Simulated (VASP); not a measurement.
Se:

```
Se
1.0
     4.27707    0.00000    0.00000
    -2.13853    3.70405    0.00000
     0.00000    0.00000    4.85248
Se
3
Cartesian
  1.6565 2.8692 0.0000
  -0.4820 0.8349 3.2350
  0.9641 0.0000 1.6175
```

Base run:

| Quantity | Value |
| --- | --- |
| Program | VASP 6.6.1 |
| Functional | r2SCAN |
| Dispersion | D3(BJ) |
| Potentials or basis | VASP PAW PBE potentials, release 64 (Se) |
| Cutoff | 520 eV |
| k mesh | 7 × 7 × 6 |
| Occupations | fermi-dirac, width 0.05 eV |
| Spin | no spin polarisation |

Its results: band gap on the k mesh 1.40 eV (least direct gap 1.79 eV); pressure 4.7 GPa; largest force 0.732 eV/Å.

Task: The run is repeated on the same cell with these changes: functional from r2SCAN to revPBE; dispersion from D3(BJ) to none. What comes out?

Result: Band gap on the k mesh 1.21 eV (least direct gap 1.58 eV); pressure 8.6 GPa; largest force 1.136 eV/Å.

Several settings changed at once.

Caveats: the cell stands under pressure; the PAW data sets were made with another functional, which shifts forces and pressure a little.

A k mesh can miss the band edges.
